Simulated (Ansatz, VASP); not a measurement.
# Cd2TeO3 in VASP and in Ansatz

INCAR

```
SYSTEM = Cd2TeO3
ALGO = Normal
EDIFF = 1E-7
EDIFFG = -0.01
ENCUT = 600
GGA = PE
IBRION = 2
ISIF = 3
ISMEAR = 0
LASPH = .TRUE.
LCHARG = .FALSE.
LREAL = .FALSE.
LWAVE = .FALSE.
NELM = 100
NSW = 100
PREC = Accurate
SIGMA = 0.1
```

KPOINTS

```
k-points
0
G
  6 6 12
  0 0 0
```

POSCAR

```
Cd2TeO3
1.0
    5.7634151442      0.0000000000      0.0000000000
   -2.8817075721      4.9912639274      0.0000000000
    0.0000000000      0.0000000000      3.1805357962
Cd Te O
2 1 3
Direct
    0.3333333333      0.6666666667      0.5000000000
    0.6666666667      0.3333333333      0.5000000000
    0.0000000000      0.0000000000      0.0000000000
    0.5000000000      0.0000000000      0.0000000000
    0.0000000000      0.5000000000      0.0000000000
    0.5000000000      0.5000000000      0.0000000000
```

Input for Ansatz:

```yaml
crystal:
  lattice:
    - [5.7634151442, 0.0, 0.0]
    - [-2.8817075721, 4.9912639274, 0.0]
    - [0.0, 0.0, 3.1805357962]
  atoms:
    - { symbol: Cd, position: [0.3333333333, 0.6666666667, 0.5] }
    - { symbol: Cd, position: [0.6666666667, 0.3333333333, 0.5] }
    - { symbol: Te, position: [0.0, 0.0, 0.0] }
    - { symbol: O, position: [0.5, 0.0, 0.0] }
    - { symbol: O, position: [0.0, 0.5, 0.0] }
    - { symbol: O, position: [0.5, 0.5, 0.0] }
basis:
  ecutwfc: 420
kpoints:
  mp_grid: { grid: [6, 6, 12] }
hamiltonian:
  xc: pbe
scf:
  occupations: { method: gaussian, width: 0.1 }
output:
  forces: true
  stress: true
  eigenvalues: true
relax:
  adjacent_minimum: "off"
  f_tol: 0.01
  max_steps: 80
  cell: { stress_tol: 0.05 }
```

Alike in both runs: task relaxation of cell and atoms; functional PBE; k mesh 6 × 6 × 12; occupations gaussian, width 0.1 eV; no spin polarisation.

```csv
,VASP,Ansatz
version,VASP 6.6.1,Ansatz 0.2.0
potentials or method,"VASP PAW PBE potentials, release 64 (Cd, Te, O), cutoff 600 eV","scalar-relativistic, plane waves, PAW"
valence electrons in the cell,48,74
```

VASP gave:

```
gap on the k mesh at the Fermi level, each at its own relaxed structure (eV) : none
relaxed volume (Å³/atom)                                                     : 15.36
relaxed cell length with the largest relative difference (Å)                 : 3.206
```

**Question.** Which values does Ansatz return?

**Answer.** gap on the k mesh at the Fermi level, each at its own relaxed structure (eV): none; relaxed volume (Å³/atom): 15.26; relaxed cell length with the largest relative difference (Å): 3.193.

A gap of «none» marks a metal or a gap that the smearing closes. VASP's potentials hold 48 valence electrons a cell and Ansatz's 74, so a difference there can come from the potentials and not from the codes.

Neither program's run includes spin-orbit coupling.
